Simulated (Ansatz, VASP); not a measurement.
Two plane-wave programs on Ni

```
Ni
1.0
     0.00000    1.73757    1.77232
     1.73757    0.00000    1.77232
     1.73757    1.73757    0.00000
Ni
1
Direct
  0.00000 0.00000 0.00000
```

Alike in both runs: task single point; functional PBEsol; k mesh 11 × 11 × 11; occupations fermi-dirac, width 0.05 eV; collinear spin.

|  | VASP | Ansatz |
| --- | --- | --- |
| version | VASP 6.6.1 | Ansatz 0.2.0 |
| potentials or method | VASP PAW PBE potentials, release 64 (Ni) | Ansatz PAW |
| plane-wave cutoff (eV) | 520 | 420 |
| valence electrons in the cell | 10 | 18 |

|  | VASP | Ansatz | Ansatz less VASP |
| --- | --- | --- | --- |
| gap on the k mesh at the Fermi level (eV) | none | none | - |
| pressure (GPa) | -6.7 | -6.8 | -0.07 |
| traceless stress, the component that is largest in VASP (GPa) | -1.83 | -1.89 | -0.060 |
| net moment per atom (μB) | 0.57 | 0.58 | +0.004 |
| size of the moment on the site where the two differ most (μB) | 0.58 | 0.62 | +0.032 |

VASP's potentials were made for PBE, not for PBEsol. Site moments also hang on the region over which each program counts them. A gap of «none» marks a metal or a gap that the smearing closes. With one functional, cell and mesh, what is left measures potentials, basis and numerics. VASP's potentials hold 10 valence electrons a cell and Ansatz's 18, so a difference there can come from the potentials and not from the codes.
